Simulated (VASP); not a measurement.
# SnO (P4/nmm) in VASP: single point with PBE

Aim: the single point of SnO with PBE.

Everything below comes from runs of VASP 6.6.1. Logs are shortened: lines on timing, memory, paths and dates and some standing lists are left out, and cuts for length are marked.

## Step 1: The cell of the first run

The structure is tetragonal, space group P4/nmm (No. 129). The conventional cell has a = 3.868 Å, b = 3.868 Å, c = 5.078 Å, α = 90.00°, β = 90.00°, γ = 90.00°. Sn (site symmetry 4mm) has 4 O at 2.25 Å within 3.0 Å. O (site symmetry -4m2) has 4 Sn at 2.25 Å and 4 O at 2.73 Å within 3.0 Å.

## Step 2: Single point, PBE

File INCAR:

```
SYSTEM = SnO
ALGO = Normal
EDIFF = 1E-6
ENCUT = 520
GGA = PE
ISIF = 2
ISMEAR = 0
LASPH = .True.
LCHARG = .False.
LREAL = .False.
LWAVE = .False.
NBANDS = 28
NELM = 60
PREC = Accurate
SIGMA = 0.02
```

File KPOINTS:

```
k-points
0
Gamma
  10 10 8
  0 0 0
```

File POSCAR:

```
SnO
1.0
    3.8678720426      0.0000000000      0.0000000000
    0.0000000000      3.8678720426      0.0000000000
    0.0000000000      0.0000000000      5.0775141031
Sn O
2 2
Direct
    0.5000000000      0.0000000000      0.7283475553
    0.0000000000      0.5000000000      0.2716524447
    0.5000000000      0.5000000000      0.5000000000
    0.0000000000      0.0000000000      0.5000000000
```

Potentials or basis: VASP PAW PBE potentials, release 64 (Sn_d, O).

Run with:

```
cat potpaw_PBE.64/Sn_d/POTCAR potpaw_PBE.64/O/POTCAR > POTCAR
mpirun -np 1 vasp_std > vasp.out
```

OUTCAR:

```text
SYSTEM = SnO
   EDIFF = 1E-6
   ENCUT = 520
   GGA = PE
   ISIF = 2
   ISMEAR = 0
   LASPH = .True.
   LREAL = .False.
   NELM = 60
   PREC = Accurate

 ion  position               nearest neighbor table
   1  0.500  0.000  0.728-   3 2.25   4 2.25   3 2.25   4 2.25   2 3.59   2 3.59   2 3.59   2 3.59

   2  0.000  0.500  0.272-   3 2.25   4 2.25   4 2.25   3 2.25   1 3.59   1 3.59   1 3.59   1 3.59

   3  0.500  0.500  0.500-   1 2.25   2 2.25   1 2.25   2 2.25
   4  0.000  0.000  0.500-   1 2.25   2 2.25   2 2.25   1 2.25

  LATTYP: Found a simple tetragonal cell.
 ALAT       =     3.8678720426
 C/A-ratio  =     1.3127409716

  Lattice vectors:

 A1 = (   3.8678720426,   0.0000000000,   0.0000000000)
 A2 = (   0.0000000000,   3.8678720426,   0.0000000000)
 A3 = (   0.0000000000,   0.0000000000,   5.0775141031)

Analysis of symmetry for initial positions (statically):
=====================================================================
 Subroutine PRICEL returns:
 Original cell was already a primitive cell.

 Routine SETGRP: Setting up the symmetry group for a
 simple tetragonal supercell.

 Subroutine GETGRP returns: Found 16 space group operations
 (whereof  8 operations were pure point group operations)
 out of a pool of 16 trial point group operations.

The static configuration has the point symmetry D_2d.
 The point group associated with its full space group is D_4h.

Analysis of symmetry for dynamics (positions and initial velocities):
=====================================================================
 Subroutine PRICEL returns:
 Original cell was already a primitive cell.

 Routine SETGRP: Setting up the symmetry group for a
 simple tetragonal supercell.

 Subroutine GETGRP returns: Found 16 space group operations
 (whereof  8 operations were pure point group operations)
 out of a pool of 16 trial point group operations.

The dynamic configuration has the point symmetry D_2d.
 The point group associated with its full space group is D_4h.

 Subroutine INISYM returns: Found 16 space group operations
 (whereof  8 operations are pure point group operations),
 and found     1 'primitive' translations

----------------------------------------------------------------------------------------

                                     Primitive cell

[... 91 lines left out ...]
   LASPH  =      T    aspherical Exc in radial PAW
   ENCUT  =  520.0 eV  38.22 Ry    6.18 a.u.   7.19  7.19  9.44*2*pi/ulx,y,z
   NELM   =     60;   NELMIN=  2; NELMDL= -5     # of ELM steps
   EDIFF  = 0.1E-05   stopping-criterion for ELM
   LREAL  =      F    real-space projection
   EDIFFG = 0.1E-04   stopping-criterion for IOM
   NSW    =      0    number of steps for IOM
   IBRION =     -1    ionic relax: 0-MD 1-quasi-New 2-CG
   NFREE  =      0    steps in history (QN), initial steepest desc. (CG)
   ISIF   =      2    stress and relaxation
   ISYM   =      2    0-nonsym 1-usesym 2-fastsym
   POTIM  = 0.5000    time-step for ionic-motion
   TEBEG  =    0.0;   TEEND  =   0.0 temperature during run
   PSTRESS=    0.0 pullay stress
   NELECT =      40.0000    total number of electrons
   NUPDOWN=      -1.0000    fix difference up-down
   EMIN   =  10.00;   EMAX   =-10.00  energy-range for DOS
   EFERMI =   0.00;   METHOD = LEGACY
   ISMEAR =     0;   SIGMA  =   0.02  broadening in eV -4-tet -1-fermi 0-gaus
   EFERMI_NEDOS =   21; number of points for ismear=-14 and -15
   IALGO  =     38    algorithm
   IMIX   =      4    mixing-type and parameters
     AMIX     =   0.40;   BMIX     =  1.00
     AMIX_MAG =   1.60;   BMIX_MAG =  1.00
  volume/ion in A,a.u.               =      18.99       128.15
  Fermi-wavevector in a.u.,A,eV,Ry     =   1.321995  2.498208 23.778494  1.747670
  Thomas-Fermi vector in A             =   2.451708
   LORBIT       =      0    0 simple, 1 ext, 2 COOP (PROOUT), +10 PAW based schemes
   GGA     = PE    functional components
   LHFCALC =     F    Hartree Fock is set to
   AEXX    =    0.0000 exact exchange contribution
   IVDW    =     0    specifies the selected vdW correction
   LEPSILON=     F    determine dielectric tensor
   LRPA    =     F    only Hartree local field effects (RPA)
 non-spin polarized calculation
 Gauss-broadening in eV      SIGMA  =   0.02
  energy-cutoff  :      520.00
  volume of cell :       75.96
 maximum number of plane-waves:      2068
 NGX is ok and might be reduce to    30
   NGX = 15   NGY = 15   NGZ = 19

 number of electron      39.9999997 magnetization

 Free energy of the ion-electron system (eV)
  ---------------------------------------------------
  ext. energy  EPLUGINS =         0.00000000
  ---------------------------------------------------
  free energy    TOTEN  =       -22.72595249 eV

  energy without entropy =      -22.72595249  energy(sigma->0) =      -22.72595249

 E-fermi :   6.2919     XC(G=0):  -9.8104

 val. band max:        6.1126888800   @ k =   0.1000   0.0000   0.0000
 cond. band min:       6.6306182982   @ k =   0.5000   0.5000   0.0000
 fundamental gap:      0.5179294182
 Fermi energy:         6.2918830666

 k-point     1 :       0.0000    0.0000    0.0000
  band No.  band energies     occupation
      1     -15.6265      2.00000
      2     -15.2630      2.00000
      3     -15.2575      2.00000
      4     -15.2575      2.00000
      5     -15.2285      2.00000
      6     -15.2136      2.00000
[... 733 lines left out ...]
     27      13.5346      0.00000
     28      15.7725      0.00000

 [... further k-points ...]

------------------------ aborting loop because EDIFF is reached ----------------------------------------

  FORCE on cell =-STRESS in cart. coord.  units (eV):
  Direction    XX          YY          ZZ          XY          YZ          ZX
  --------------------------------------------------------------------------------------
  -------------------------------------------------------------------------------------
  Total        0.0828508      0.0828508      0.0887115      0.0000000     -0.0000000      0.0000000
  in kB        1.7474788      1.7474788      1.8710931      0.0000000     -0.0000000      0.0000000
  external PRESSURE =       1.7886836 kB  Pullay stress =       0.0000000 kB

 VOLUME and BASIS-vectors are now :
 -----------------------------------------------------------------------------
  energy-cutoff  :      520.00
  volume of cell :       75.96
      direct lattice vectors                 reciprocal lattice vectors
     3.867872043  0.000000000  0.000000000     0.258540094  0.000000000  0.000000000
     0.000000000  3.867872043  0.000000000     0.000000000  0.258540094  0.000000000
     0.000000000  0.000000000  5.077514103     0.000000000  0.000000000  0.196946770

 POSITION                                       TOTAL-FORCE (eV/Angst)
 -----------------------------------------------------------------------------------
      1.93394      0.00000      3.69819        -0.000000      0.000000      0.076962
      0.00000      1.93394      1.37932         0.000000      0.000000     -0.076962
      1.93394      1.93394      2.53876         0.000000      0.000000     -0.000000
      0.00000      0.00000      2.53876         0.000000      0.000000     -0.000000
 -----------------------------------------------------------------------------------
    total drift:                                0.000000      0.000000      0.000000

  FREE ENERGIE OF THE ION-ELECTRON SYSTEM (eV)
  ---------------------------------------------------
  free  energy   TOTEN  =       -22.7259524928 eV

  energy  without entropy=      -22.7259524928  energy(sigma->0) =      -22.72595249
```

OSZICAR:

```text
N       E                     dE             d eps       ncg     rms          rms(c)
DAV:   1     0.443287779801E+03    0.44329E+03   -0.20261E+04  6108   0.214E+03
DAV:   2     0.442026077260E+02   -0.39909E+03   -0.38286E+03  6140   0.549E+02
DAV:   3    -0.230539750007E+02   -0.67257E+02   -0.65947E+02  6764   0.189E+02
DAV:   4    -0.264643995809E+02   -0.34104E+01   -0.33945E+01  6732   0.457E+01
DAV:   5    -0.265472427394E+02   -0.82843E-01   -0.82834E-01  6380   0.772E+00    0.117E+01
DAV:   6    -0.227815274319E+02    0.37657E+01   -0.18145E+01  9472   0.456E+01    0.511E+00
DAV:   7    -0.227464576677E+02    0.35070E-01   -0.22257E+00  6984   0.878E+00    0.251E+00
DAV:   8    -0.227325316633E+02    0.13926E-01   -0.31291E-01  7300   0.366E+00    0.815E-01
DAV:   9    -0.227248221582E+02    0.77095E-02   -0.50923E-02  9412   0.216E+00    0.251E-01
DAV:  10    -0.227264298386E+02   -0.16077E-02   -0.85787E-03  7800   0.812E-01    0.167E-01
DAV:  11    -0.227259168106E+02    0.51303E-03   -0.28417E-03  8904   0.463E-01    0.247E-02
DAV:  12    -0.227259564018E+02   -0.39591E-04   -0.32649E-04  6124   0.107E-01    0.340E-02
DAV:  13    -0.227259524532E+02    0.39486E-05   -0.42378E-05  7432   0.556E-02    0.281E-03
DAV:  14    -0.227259524928E+02   -0.39579E-07   -0.37247E-06  6436   0.123E-02
   1 F= -.22725952E+02 E0= -.22725952E+02  d E =-.935611E-39
```

It took 97 s on 1 thread of Intel Xeon 6975P-C (Granite Rapids), shared host; peak memory 0.31 GiB.

What came out:

```yaml
Free_energy: -22.7260 eV
Pressure: 0.2 GPa
Largest_force: 0.077 eV/Å
Band_gap_on_the_k_mesh: 0.52 eV (least direct gap 1.90 eV)
```

Forces on the atoms (eV/Å):
```
Sn   0.000  0.000  0.077
Sn   0.000  0.000 -0.077
O    0.000  0.000  0.000
O    0.000  0.000  0.000
```

Levels at points of the mesh, in eV from the valence-band top:
| k point | band 18 | band 19 | band 20 | band 21 | band 22 | band 23 |
| --- | --- | --- | --- | --- | --- | --- |
| (0.00, 0.00, 0.00) | -2.88 | -2.88 | 0.00 | 1.90 | 4.05 | 4.93 |
| (0.50, 0.00, 0.00) | -4.47 | -2.33 | -2.33 | 3.03 | 3.03 | 5.67 |
| (0.50, 0.50, 0.00) | -2.24 | -1.74 | -1.74 | 0.52 | 0.52 | 4.56 |
| (0.00, 0.00, 0.50) | -2.89 | -2.89 | -1.94 | 1.72 | 3.32 | 3.32 |
| (0.50, 0.00, 0.50) | -4.44 | -1.53 | -1.53 | 2.47 | 2.47 | 5.57 |
| (0.50, 0.50, 0.50) | -2.34 | -2.24 | -2.24 | 2.62 | 2.62 | 3.73 |

Caveat: semilocal functionals underestimate gaps, and a narrow one can read as zero; spin-orbit coupling is left out, which moves the levels of the heavy elements. A k mesh can miss the band edges.
